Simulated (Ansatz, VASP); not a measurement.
**Two plane-wave programs on MgW**

The input INCAR:

```
PREC = Accurate ; ENCUT = 600
EDIFF = 1E-6 ; ISMEAR = 0
SIGMA = 0.1 ; LREAL = False
LASPH = True ; NELM = 60
ALGO = Fast ; ISIF = 3
LWAVE = False ; LCHARG = False
GGA = PE ; IBRION = 2
NSW = 100 ; EDIFFG = -0.01
```

The input KPOINTS:

```
Automatic mesh
0
Gamma
  14 14 22
```

POSCAR

```
MgW
1.0
    3.8700770075      0.0000000000      0.0000000000
    0.0000000000      3.8700770075      0.0000000000
    0.0000000000      0.0000000000      2.5624130718
Mg W
1 1
Direct
    0.5000000000      0.5000000000      0.0000000000
    0.0000000000      0.0000000000      0.0000000000
```

Input for Ansatz:

```yaml
crystal:
  lattice:
    - [3.8700770075, 0.0, 0.0]
    - [0.0, 3.8700770075, 0.0]
    - [0.0, 0.0, 2.5624130718]
  atoms:
    - { symbol: Mg, position: [0.5, 0.5, 0.0] }
    - { symbol: W, position: [0.0, 0.0, 0.0] }
basis:
  ecutwfc: 420
kpoints:
  mp_grid: { grid: [14, 14, 22] }
hamiltonian:
  xc: pbe
scf:
  occupations: { method: gaussian, width: 0.1 }
output:
  forces: true
  stress: true
  eigenvalues: true
  write_density: true
  write_potential: true
  elf: true
  volumetric_format: npy
relax:
  adjacent_minimum: "off"
  f_tol: 0.01
  max_steps: 80
  cell: { stress_tol: 0.05 }
```

Alike in both runs: task relaxation of cell and atoms; functional PBE; k mesh 14 × 14 × 22; occupations gaussian, width 0.1 eV; no spin polarisation.

|  | VASP | Ansatz |
| --- | --- | --- |
| version | VASP 6.6.1 | Ansatz 0.2.0 |
| potentials or method | VASP PAW PBE potentials, release 64 (Mg, W_sv), cutoff 600 eV | scalar-relativistic, plane waves, PAW |
| valence electrons in the cell | 16 | 24 |

Ansatz gave:

- gap on the k mesh at the Fermi level, each at its own relaxed structure (eV): none
- relaxed volume (Å³/atom): 19.36
- relaxed cell length with the largest relative difference (Å): 2.590

Q: Which values does VASP return?

A: gap on the k mesh at the Fermi level, each at its own relaxed structure (eV): none; relaxed volume (Å³/atom): 19.37; relaxed cell length with the largest relative difference (Å): 2.593.

A gap of «none» marks a metal or a gap that the smearing closes. VASP's potentials hold 16 valence electrons a cell and Ansatz's 24, so a difference there can come from the potentials and not from the codes.

Neither program's run includes spin-orbit coupling.
